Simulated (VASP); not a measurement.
# MgS (R-3m) in VASP: single point with PBE

Aim: the single point of MgS with PBE.

Program: VASP 6.6.1. These are calculated values, not measurements. Logs are shortened: lines on timing, memory, paths and dates and some standing lists are left out, and cuts for length are marked.

### Step 1. The cell of the first run

Symmetry: R-3m, No. 166, trigonal system. The conventional cell has a = 3.753 Å, b = 3.753 Å, c = 8.652 Å, α = 90.00°, β = 90.00°, γ = 120.00°. Within 3.4 Å of Mg (site symmetry -3m) lie 6 S at 2.60 Å. Within 3.4 Å of S (site symmetry -3m) lie 6 Mg at 2.60 Å.

### Step 2. Single point, PBE (equal xy, yz and zx shear strains of -4 %)

Input file INCAR:

```
ALGO = Normal
EDIFF = 1E-6
ENCUT = 520
GGA = PE
ISIF = 2
ISMEAR = -1
LASPH = T
LCHARG = T
LELF = T
LREAL = F
LVHAR = T
LWAVE = F
NBANDS = 11
NELM = 100
PREC = Accurate
SIGMA = 0.01
```

Input file KPOINTS:

```
k-points
0
Gamma
  8 8 8
```

Input file POSCAR:

```
MgS
1.0
   -0.1040660000      2.5496170000      2.5496170000
    2.5496170000     -0.1040660000      2.5496170000
    2.5496170000      2.5496170000     -0.1040660000
Mg S
1 1
Direct
    0.0000000000      0.0000000000      0.0000000000
    0.5000000000      0.5000000000      0.5000000000
```

Potentials or basis: VASP PAW PBE potentials, release 64 (Mg, S).

Command:

```console
$ cat potpaw_PBE.64/Mg/POTCAR potpaw_PBE.64/S/POTCAR > POTCAR
$ mpirun -np 1 vasp_std > vasp.out
```

OUTCAR:

```text
EDIFF = 1E-6
   ENCUT = 520
   GGA = PE
   ISIF = 2
   ISMEAR = -1
   LASPH = T
   LREAL = F
   NELM = 100
   PREC = Accurate

 ion  position               nearest neighbor table
   1  0.000  0.000  0.000-   2 2.60   2 2.60   2 2.60   2 2.60   2 2.60   2 2.60
   2  0.500  0.500  0.500-   1 2.60   1 2.60   1 2.60   1 2.60   1 2.60   1 2.60

  LATTYP: Found a trigonal (rhomboedric) cell.
 ALAT       =     3.6072043781
 COS(alpha) =     0.4588014981

  Lattice vectors:

 A1 = (  -0.1040660000,   2.5496170000,   2.5496170000)
 A2 = (   2.5496170000,  -0.1040660000,   2.5496170000)
 A3 = (   2.5496170000,   2.5496170000,  -0.1040660000)

Analysis of symmetry for initial positions (statically):
=====================================================================
 Subroutine PRICEL returns:
 Original cell was already a primitive cell.

 Routine SETGRP: Setting up the symmetry group for a
 trigonal (rhombohedral) supercell.

 Subroutine GETGRP returns: Found 12 space group operations
 (whereof 12 operations were pure point group operations)
 out of a pool of 12 trial point group operations.

The static configuration has the point symmetry D_3d.

Analysis of symmetry for dynamics (positions and initial velocities):
=====================================================================
 Subroutine PRICEL returns:
 Original cell was already a primitive cell.

 Routine SETGRP: Setting up the symmetry group for a
 trigonal (rhombohedral) supercell.

 Subroutine GETGRP returns: Found 12 space group operations
 (whereof 12 operations were pure point group operations)
 out of a pool of 12 trial point group operations.

The dynamic configuration has the point symmetry D_3d.

 Subroutine INISYM returns: Found 12 space group operations
 (whereof 12 operations are pure point group operations),
 and found     1 'primitive' translations

----------------------------------------------------------------------------------------

                                     Primitive cell

  volume of cell :      35.1761

  direct lattice vectors                    reciprocal lattice vectors
    -0.104066000  2.549617000  2.549617000    -0.184492019  0.192342743  0.192342743
     2.549617000 -0.104066000  2.549617000     0.192342743 -0.184492019  0.192342743
     2.549617000  2.549617000 -0.104066000     0.192342743  0.192342743 -0.184492019

[... 77 lines left out ...]
   ISPIN  =      1    spin polarized calculation?
   LNONCOLLINEAR =      F non collinear calculations
   LSORBIT =      F    spin-orbit coupling
   LASPH  =      T    aspherical Exc in radial PAW
   ENCUT  =  520.0 eV  38.22 Ry    6.18 a.u.   6.71  6.71  6.71*2*pi/ulx,y,z
   NELM   =    100;   NELMIN=  2; NELMDL= -5     # of ELM steps
   EDIFF  = 0.1E-05   stopping-criterion for ELM
   LREAL  =      F    real-space projection
   EDIFFG = 0.1E-04   stopping-criterion for IOM
   NSW    =      0    number of steps for IOM
   IBRION =     -1    ionic relax: 0-MD 1-quasi-New 2-CG
   NFREE  =      0    steps in history (QN), initial steepest desc. (CG)
   ISIF   =      2    stress and relaxation
   ISYM   =      2    0-nonsym 1-usesym 2-fastsym
   POTIM  = 0.5000    time-step for ionic-motion
   TEBEG  =    0.0;   TEEND  =   0.0 temperature during run
   PSTRESS=    0.0 pullay stress
   NELECT =       8.0000    total number of electrons
   NUPDOWN=      -1.0000    fix difference up-down
   EMIN   =  10.00;   EMAX   =-10.00  energy-range for DOS
   EFERMI =   0.00;   METHOD = LEGACY
   ISMEAR =    -1;   SIGMA  =   0.01  broadening in eV -4-tet -1-fermi 0-gaus
   EFERMI_NEDOS =   21; number of points for ismear=-14 and -15
   IALGO  =     38    algorithm
   IMIX   =      4    mixing-type and parameters
     AMIX     =   0.40;   BMIX     =  1.00
     AMIX_MAG =   1.60;   BMIX_MAG =  1.00
  volume/ion in A,a.u.               =      17.59       118.69
  Fermi-wavevector in a.u.,A,eV,Ry     =   0.999284  1.888372 13.586339  0.998568
  Thomas-Fermi vector in A             =   2.131564
   LORBIT       =      0    0 simple, 1 ext, 2 COOP (PROOUT), +10 PAW based schemes
   GGA     = PE    functional components
[... 5 lines left out ...]
 non-spin polarized calculation
  energy-cutoff  :      520.00
  volume of cell :       35.18
 maximum number of plane-waves:       957
   NGX = 13   NGY = 13   NGZ = 13

 number of electron       8.0000001 magnetization

 Free energy of the ion-electron system (eV)
  ---------------------------------------------------
  ext. energy  EPLUGINS =         0.00000000
  ---------------------------------------------------
  free energy    TOTEN  =        -8.47349459 eV

  energy without entropy =       -8.47349459  energy(sigma->0) =       -8.47349459

 E-fermi :   4.3647     XC(G=0):  -9.6949

 val. band max:        4.0854307636   @ k =   0.0000   0.0000   0.0000
 cond. band min:       6.4595827517   @ k =   0.5000   0.5000   0.0000
 fundamental gap:      2.3741519881
 Fermi energy:         4.3647252275

 k-point     1 :       0.0000    0.0000    0.0000
  band No.  band energies     occupation
      1      -8.9303      2.00000
      2       3.5778      2.00000
      3       3.5778      2.00000
      4       4.0854      2.00000
      5       7.3885      0.00000
      6      11.3650      0.00000
      7      11.3650      0.00000
      8      12.4865      0.00000
      9      14.1266      0.00000
     10      14.1266      0.00000
     11      16.1362      0.00000
[... 309 lines left out ...]
 k-point    24 :       0.3750    0.1250    0.1250
  band No.  band energies     occupation
      1      -8.0835      2.00000
      2       0.3147      2.00000
      3       2.8100      2.00000
      4       3.3115      2.00000
      5       9.4084      0.00000
      6      11.1535      0.00000
      7      11.2738      0.00000
      8      11.4692      0.00000
      9      13.2047      0.00000
     10      16.9088      0.00000
     11      17.2360      0.00000

 [... further k-points ...]
[... 5 lines left out ...]
  --------------------------------------------------------------------------------------
  -------------------------------------------------------------------------------------
  Total        0.2096294      0.2096294      0.2096294      0.4524267      0.4524267      0.4524267
  in kB        9.5480469      9.5480469      9.5480469     20.6068032     20.6068032     20.6068032
  external PRESSURE =       9.5480469 kB  Pullay stress =       0.0000000 kB

 VOLUME and BASIS-vectors are now :
 -----------------------------------------------------------------------------
  energy-cutoff  :      520.00
  volume of cell :       35.18
      direct lattice vectors                 reciprocal lattice vectors
    -0.104066000  2.549617000  2.549617000    -0.184492019  0.192342743  0.192342743
     2.549617000 -0.104066000  2.549617000     0.192342743 -0.184492019  0.192342743
     2.549617000  2.549617000 -0.104066000     0.192342743  0.192342743 -0.184492019

 POSITION                                       TOTAL-FORCE (eV/Angst)
 -----------------------------------------------------------------------------------
      0.00000      0.00000      0.00000         0.000000      0.000000      0.000000
      2.49758      2.49758      2.49758        -0.000000     -0.000000     -0.000000
 -----------------------------------------------------------------------------------
    total drift:                                0.000000      0.000000      0.000000

  FREE ENERGIE OF THE ION-ELECTRON SYSTEM (eV)
  ---------------------------------------------------
  free  energy   TOTEN  =        -8.4734945942 eV

  energy  without entropy=       -8.4734945942  energy(sigma->0) =       -8.47349459
```

Wall time 19 s (1 thread of Intel Xeon 6975P-C, shared host); peak memory 0.17 GiB.

Results:

```yaml
Free_energy: -8.4735 eV
Pressure: 1.0 GPa
Band_gap_on_the_k_mesh: 2.37 eV, indirect (least direct gap 3.30 eV)
```

Stress tensor (GPa, compression positive):
```
0.95 2.06 2.06
2.06 0.95 2.06
2.06 2.06 0.95
```

Caveat: the cell differs from its parent crystal (equal xy, yz and zx shear strains of -4 %).
